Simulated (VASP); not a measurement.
TaSi (rocksalt type): single point with PBE

TaSi (rocksalt type):

```
CELL_PARAMETERS angstrom
0.00000 2.42953 2.42953
2.42953 0.00000 2.42953
2.42953 2.42953 0.00000
ATOMIC_POSITIONS crystal
Ta 0.00000 0.00000 0.00000
Si 0.50000 0.50000 0.50000
```

```
Program                : VASP 6.6.1
Task                   : single point
Functional             : PBE
Potentials or basis    : VASP PAW PBE potentials, release 64 (Ta_pv, Si)
Cutoff                 : 520 eV
k mesh                 : 14 × 14 × 14
Occupations            : fermi-dirac, width 0.05 eV
Spin                   : no spin polarisation
Dipole correction      : no
Further INCAR settings : ALGO = Normal; EDIFF = 1e-06; NBANDS = 14
```

The pressure is 40.1 GPa and the band gap on the k mesh is zero (an odd number of electrons rules out a gap without spin polarisation).

Levels at points of the mesh, in eV from the Fermi level:
| k point | band 5 | band 6 | band 7 | band 8 | band 9 | band 10 | band 11 | band 12 |
| --- | --- | --- | --- | --- | --- | --- | --- | --- |
| (0.00, 0.00, 0.00) | -1.72 | -1.72 | -1.72 | -0.80 | -0.80 | 2.86 | 2.86 | 2.86 |
| (0.50, 0.00, 0.00) | -7.64 | -3.89 | -3.89 | 2.11 | 2.11 | 3.20 | 4.43 | 7.20 |
| (0.50, 0.50, 0.00) | -4.32 | -4.20 | 0.00 | 0.00 | 0.76 | 2.46 | 3.13 | 3.13 |

It took 16 s on 1 thread of Intel(R) Xeon(R) 6975P-C (Granite Rapids) (shared host), peak memory 0.18 GiB.

Caveat: the cell stands under pressure; spin-orbit coupling is left out, which moves the levels of the heavy elements.
